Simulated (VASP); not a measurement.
# Ti (Cmce) in VASP: relaxation of cell and atoms with r2SCAN

Aim: the relaxation of cell and atoms of Ti with r2SCAN.

Everything below comes from runs of VASP 6.6.1. Logs are shortened: lines on timing, memory, paths and dates and some standing lists are left out, and cuts for length are marked.

## 1. The cell of the first run

It takes space group Cmce (No. 64, orthorhombic). The conventional cell has a = 4.389 Å, b = 7.438 Å, c = 4.395 Å, α = 90.00°, β = 90.00°, γ = 90.00°. Ti (site symmetry m) has 7 Ti at 2.37 to 2.72 Å within 3.1 Å.

## 2. Relaxation of cell and atoms, r2SCAN

Contents of POSCAR:

```
Ti
1.0
    2.1943530355     -3.7190214569      0.0000000000
    2.1943530355      3.7190214569      0.0000000000
    0.0000000000      0.0000000000      4.3945437982
Ti
4
Direct
    0.1525000000      0.8475000000      0.0785000000
    0.6525000000      0.3475000000      0.4215000000
    0.8475000000      0.1525000000      0.9215000000
    0.3475000000      0.6525000000      0.5785000000
```

Contents of INCAR.step1:

```
SYSTEM = Ti
ALGO = Normal
EDIFF = 1E-4
ENCUT = 600
GGA = PE
ISMEAR = 0
LASPH = .TRUE.
LCHARG = .FALSE.
LREAL = .FALSE.
LWAVE = .TRUE.
NELM = 100
PREC = Accurate
SIGMA = 0.1
```

Contents of INCAR.step2:

```
SYSTEM = Ti
ALGO = Normal
EDIFF = 1E-7
EDIFFG = -0.04
ENCUT = 600
IBRION = 2
ISIF = 3
ISMEAR = 0
ISTART = 1
LASPH = .TRUE.
LCHARG = .FALSE.
LMIXTAU = .TRUE.
LREAL = .FALSE.
LWAVE = .FALSE.
METAGGA = R2SCAN
NELM = 100
NSW = 90
PREC = Accurate
SIGMA = 0.1
```

Contents of KPOINTS:

```
k-points
0
G
  4 4 4
  0 0 0
```

Potentials or basis: VASP PAW PBE potentials, release 64 (Ti_sv).

Command:

```sh
> cat potpaw_PBE.64/Ti_sv/POTCAR > POTCAR
> cp INCAR.step1 INCAR
> mpirun -np 1 vasp_std > vasp.out
> cp INCAR.step2 INCAR
> mpirun -np 1 vasp_std > vasp.out
```

OUTCAR:

```text
SYSTEM = Ti
   EDIFF = 1E-7
   EDIFFG = -0.04
   ENCUT = 600
   IBRION = 2
   ISIF = 3
   ISMEAR = 0
   ISTART = 1
   LASPH = .TRUE.
   LREAL = .FALSE.
   METAGGA = R2SCAN
   NELM = 100
   NSW = 90
   PREC = Accurate

 ion  position               nearest neighbor table
   1  0.153  0.847  0.078-   3 2.37   4 2.63   4 2.63   2 2.66   2 2.66   3 2.72   3 2.72
   2  0.653  0.347  0.422-   4 2.37   3 2.63   3 2.63   1 2.66   1 2.66   4 2.72   4 2.72
   3  0.847  0.153  0.922-   1 2.37   2 2.63   2 2.63   4 2.66   4 2.66   1 2.72   1 2.72
   4  0.347  0.653  0.578-   2 2.37   1 2.63   1 2.63   3 2.66   3 2.66   2 2.72   2 2.72

  LATTYP: Found a base centered orthorhombic cell.
 ALAT       =     4.3887060710
 B/A-ratio  =     1.6948145520
 C/A-ratio  =     1.0013301705

  Lattice vectors:

 A1 = (   2.1943530355,  -3.7190214569,   0.0000000000)
 A2 = (   2.1943530355,   3.7190214569,   0.0000000000)
 A3 = (   0.0000000000,   0.0000000000,   4.3945437982)

Analysis of symmetry for initial positions (statically):
=====================================================================
 Subroutine PRICEL returns:
 Original cell was already a primitive cell.

 Routine SETGRP: Setting up the symmetry group for a
 base centered orthorhombic supercell.

 Subroutine GETGRP returns: Found  8 space group operations
 (whereof  4 operations were pure point group operations)
 out of a pool of  8 trial point group operations.

The static configuration has the point symmetry C_2h.
 The point group associated with its full space group is D_2h.

Analysis of symmetry for dynamics (positions and initial velocities):
=====================================================================
 Subroutine PRICEL returns:
 Original cell was already a primitive cell.

 Routine SETGRP: Setting up the symmetry group for a
 base centered orthorhombic supercell.

 Subroutine GETGRP returns: Found  8 space group operations
 (whereof  4 operations were pure point group operations)
 out of a pool of  8 trial point group operations.

The dynamic configuration has the point symmetry C_2h.
 The point group associated with its full space group is D_2h.

 Subroutine INISYM returns: Found  8 space group operations
 (whereof  4 operations are pure point group operations),
 and found     1 'primitive' translations

----------------------------------------------------------------------------------------

                                     Primitive cell

[... 93 lines left out ...]
   NSW    =     90    number of steps for IOM
   IBRION =      2    ionic relax: 0-MD 1-quasi-New 2-CG
   NFREE  =      1    steps in history (QN), initial steepest desc. (CG)
   ISIF   =      3    stress and relaxation
   ISYM   =      2    0-nonsym 1-usesym 2-fastsym
   POTIM  = 0.5000    time-step for ionic-motion
   TEBEG  =    0.0;   TEEND  =   0.0 temperature during run
   PSTRESS=    0.0 pullay stress
   NELECT =      48.0000    total number of electrons
   NUPDOWN=      -1.0000    fix difference up-down
   EMIN   =  10.00;   EMAX   =-10.00  energy-range for DOS
   EFERMI =   0.00;   METHOD = LEGACY
   ISMEAR =     0;   SIGMA  =   0.10  broadening in eV -4-tet -1-fermi 0-gaus
   EFERMI_NEDOS =   21; number of points for ismear=-14 and -15
   IALGO  =     38    algorithm
   IMIX   =      4    mixing-type and parameters
     AMIX     =   0.40;   BMIX     =  1.00
     AMIX_MAG =   1.60;   BMIX_MAG =  1.00
  volume/ion in A,a.u.               =      17.93       121.01
  Fermi-wavevector in a.u.,A,eV,Ry     =   1.431954  2.706000 27.898622  2.050491
  Thomas-Fermi vector in A             =   2.551634
   LORBIT       =      0    0 simple, 1 ext, 2 COOP (PROOUT), +10 PAW based schemes
   METAGGA = R2SCAN    functional components
   LHFCALC =     F    Hartree Fock is set to
   AEXX    =    0.0000 exact exchange contribution
   IVDW    =     0    specifies the selected vdW correction
   LEPSILON=     F    determine dielectric tensor
   LRPA    =     F    only Hartree local field effects (RPA)
 conjugate gradient relaxation of ions
 non-spin polarized calculation
 Gauss-broadening in eV      SIGMA  =   0.10
  energy-cutoff  :      600.00
  volume of cell :       71.73
 maximum number of plane-waves:      2411
 NGX is ok and might be reduce to    36
   NGX = 17   NGY = 17   NGZ = 17

--------------------------------------- Ionic step        1  -------------------------------------------

 number of electron      47.9999993 magnetization

 Free energy of the ion-electron system (eV)
  ---------------------------------------------------
  ext. energy  EPLUGINS =         0.00000000
  ---------------------------------------------------
  free energy    TOTEN  =       -46.81410654 eV

  energy without entropy =      -46.76282649  energy(sigma->0) =      -46.78846652

------------------------ aborting loop because EDIFF is reached ----------------------------------------

  FORCE on cell =-STRESS in cart. coord.  units (eV):
  Direction    XX          YY          ZZ          XY          YZ          ZX
  --------------------------------------------------------------------------------------
  -------------------------------------------------------------------------------------
  Total        2.5836547      8.4634691      0.7963611      0.0000000     -0.0000000      0.0000000
  in kB       57.7119944    189.0514536     17.7885946      0.0000000     -0.0000000      0.0000000
  external PRESSURE =      88.1840142 kB  Pullay stress =       0.0000000 kB
[... 95 lines left out ...]
  FREE ENERGIE OF THE ION-ELECTRON SYSTEM (eV)
  ---------------------------------------------------
  free  energy   TOTEN  =       -47.6097151538 eV

  energy  without entropy=      -47.5689393922  energy(sigma->0) =      -47.58932727

[... ionic steps 4 to 26 ...]

--------------------------------------- Ionic step       27  -------------------------------------------

 number of electron      47.9999990 magnetization

------------------------ aborting loop because EDIFF is reached ----------------------------------------
[... 71 lines left out ...]
--------------------------------------- Ionic step       29  -------------------------------------------

 number of electron      47.9999990 magnetization

 Free energy of the ion-electron system (eV)
  ---------------------------------------------------
  ext. energy  EPLUGINS =         0.00000000
  ---------------------------------------------------
  free energy    TOTEN  =       -50.83425812 eV

  energy without entropy =      -50.82533534  energy(sigma->0) =      -50.82979673

 E-fermi :   7.6240     XC(G=0): -11.9242

 val. band max:        7.5996576078   @ k =   0.5000   0.0000   0.5000
 cond. band min:       7.6312746503   @ k =   0.2500   0.2500   0.5000
 fundamental gap:      0.0316170426
 Fermi energy:         7.6239544555

 k-point     1 :       0.0000    0.0000    0.0000
  band No.  band energies     occupation
      1     -51.4554      2.00000
      2     -51.2772      2.00000
      3     -51.2256      2.00000
      4     -51.1882      2.00000
      5     -26.9942      2.00000
      6     -26.9411      2.00000
[... 671 lines left out ...]
  FREE ENERGIE OF THE ION-ELECTRON SYSTEM (eV)
  ---------------------------------------------------
  free  energy   TOTEN  =       -50.8342581185 eV

  energy  without entropy=      -50.8253353358  energy(sigma->0) =      -50.82979673

 reached required accuracy - stopping structural energy minimisation
```

OUTCAR.step1:

```text
SYSTEM = Ti
   EDIFF = 1E-4
   ENCUT = 600
   GGA = PE
   ISMEAR = 0
   LASPH = .TRUE.
   LREAL = .FALSE.
   NELM = 100
[... 876 lines left out ...]
      2.19435     -1.13430      1.85230         0.000000     -0.181479      0.327493
      2.19435     -2.58472      4.04957         0.000000      0.181479      0.327493
      2.19435      1.13430      2.54224         0.000000      0.181479     -0.327493
 -----------------------------------------------------------------------------------
    total drift:                                0.000000      0.000000     -0.000000

  FREE ENERGIE OF THE ION-ELECTRON SYSTEM (eV)
  ---------------------------------------------------
  free  energy   TOTEN  =       -26.8460335161 eV

  energy  without entropy=      -26.7950864886  energy(sigma->0) =      -26.82056000
```

It took 40 min on 1 thread of Intel Xeon 6975P-C (Granite Rapids), shared host; peak memory 0.24 GiB.

What came out:

- Free energy: -50.8343 eV
- Relaxed volume: 18.49 Å³/atom
- Relaxed cell: a = 5.251 Å, b = 5.251 Å, c = 3.979 Å, α = 90.00°, β = 90.00°, γ = 137.63°
- Space group after relaxing (to 0.1 Å): Fmmm (No. 69)
- Energy gained by relaxing: 1005.0 meV/atom
- Ionic steps: 29
- Pressure after relaxing: 0.1 GPa
- Largest force after relaxing: 0.029 eV/Å
- Band gap on the k mesh: zero (bands 24 and 25 overlap by 0.50 eV)

Forces in eV/Å, atoms in the order of the input:
```
Ti   0.000  0.018  0.023
Ti   0.000  0.018 -0.023
Ti   0.000 -0.018 -0.023
Ti   0.000 -0.018  0.023
```

Step by step:
| step | energy change (eV) | largest force (eV/Å) | pressure (GPa) | volume (Å³) |
| --- | --- | --- | --- | --- |
| 1 | 0.0000 | 0.4187 | 8.82 | 71.73 |
| 2 | -0.7110 | 1.1416 | -1.98 | 82.29 |
| 3 | -0.7956 | 1.5018 | -9.60 | 93.36 |
| 4 | -0.8371 | 1.4116 | -7.25 | 89.35 |
| 5 | -1.2634 | 1.6603 | -9.01 | 91.15 |
| 6 | -2.1969 | 1.7529 | -12.84 | 95.24 |
| 7 | -3.0918 | 1.5380 | -8.88 | 87.62 |
| 8 | -3.4731 | 1.2357 | -1.75 | 80.23 |
| 9 | -3.4737 | 1.2181 | -1.15 | 79.67 |
| 10 | -3.6820 | 0.9577 | -0.67 | 78.40 |
| 11 | -3.9069 | 0.8243 | 1.07 | 75.25 |
| 12 | -3.9631 | 0.3301 | -1.40 | 75.79 |
| 13 | -3.9663 | 0.2596 | -2.09 | 75.96 |
| 14 | -3.9891 | 0.1253 | -0.47 | 74.29 |
| 15 | -3.9915 | 0.0690 | 0.29 | 73.57 |
| 16 | -3.9935 | 0.0435 | 0.09 | 73.72 |
| 17 | -3.9950 | 0.0969 | -0.29 | 74.01 |
| 18 | -3.9964 | 0.0902 | -0.16 | 73.98 |
| 19 | -3.9992 | 0.1237 | 0.27 | 73.86 |
| 20 | -3.9985 | 0.2904 | 1.15 | 73.60 |
| 21 | -4.0000 | 0.1887 | 0.63 | 73.75 |
| 22 | -4.0011 | 0.1870 | 0.59 | 73.81 |
| 23 | -4.0042 | 0.1828 | 0.45 | 73.96 |
| 24 | -4.0095 | 0.1757 | 0.18 | 74.24 |
| 25 | -4.0147 | 0.1704 | -0.31 | 74.75 |
| 26 | -4.0175 | 0.1053 | -0.33 | 74.60 |
| 27 | -4.0195 | 0.0381 | -0.36 | 74.28 |
| 28 | -4.0196 | 0.0289 | -0.35 | 74.31 |
| 29 | -4.0202 | 0.0293 | 0.09 | 73.96 |

Final structure:
```
Ti
1.0
     1.89783   -4.89632    0.00000
     1.89783    4.89632    0.00000
     0.00000    0.00000    3.97936
Ti
4
Direct
  0.15040 0.84960 0.99966
  0.65040 0.34960 0.50034
  0.84960 0.15040 0.00034
  0.34960 0.65040 0.49966
```

Caveat: the k points lie up to 0.44 Å⁻¹ apart in the final cell; a cell axis changed by over 15 % at a fixed basis, so the end point is rough; the PAW data sets were made with another functional, which shifts forces and pressure a little.
